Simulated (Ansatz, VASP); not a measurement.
## Pt in VASP and in Ansatz

The input INCAR:

```
SYSTEM = Pt
  PREC = Accurate
  ENCUT = 520
  EDIFF = 1E-6
  ISMEAR = 0
  SIGMA = 0.15
  LREAL = .False.
  LASPH = .True.
  NELM = 80
  ALGO = Fast
  ISIF = 2
  LWAVE = .False.
  LCHARG = .True.
  GGA = CA
  LELF = .True.
  LVHAR = .True.
  NBANDS = 11
```

Contents of KPOINTS:

```
Automatic mesh
0
Gamma
  22 22 22
  0 0 0
```

File POSCAR:

```
Pt
1.0
    0.0000000000      2.1067881274      1.8619793470
    2.1067881274      0.0000000000      1.8619793470
    2.1067881274      2.1067881274      0.0000000000
Pt
1
Direct
    0.0000000000      0.0000000000      0.0000000000
```

Input for Ansatz:

```yaml
crystal:
  lattice:
    - [0.0, 2.1067881274, 1.861979347]
    - [2.1067881274, 0.0, 1.861979347]
    - [2.1067881274, 2.1067881274, 0.0]
  atoms:
    - { symbol: Pt, position: [0.0, 0.0, 0.0] }
basis:
  ecutwfc: 420
kpoints:
  mp_grid: { grid: [22, 22, 22] }
hamiltonian:
  xc: lda
scf:
  occupations: { method: gaussian, width: 0.15 }
output:
  forces: true
  stress: true
  eigenvalues: true
```

Alike in both runs: task single point; functional LDA; k mesh 22 × 22 × 22; occupations gaussian, width 0.15 eV; no spin polarisation.

```csv
,VASP,Ansatz
version,VASP 6.6.1,Ansatz 0.2.0
potentials or method,"VASP PAW LDA potentials, release 64 (Pt), cutoff 520 eV","scalar-relativistic, plane waves, PAW"
valence electrons in the cell,10,18
```

```csv
,VASP,Ansatz,Ansatz less VASP
gap on the k mesh at the Fermi level (eV),none,none,-
pressure (GPa),-24.3,-24.7,-0.48
"traceless stress, the component that is largest in VASP (GPa)",3.32,3.29,-0.033
```

LDA's correlation is that of Perdew and Zunger in VASP and of Perdew and Wang (1992) in Ansatz. A gap of «none» marks a metal or a gap that the smearing closes. VASP's potentials hold 10 valence electrons a cell and Ansatz's 18, so a difference there can come from the potentials and not from the codes.

Neither program's run includes spin-orbit coupling.
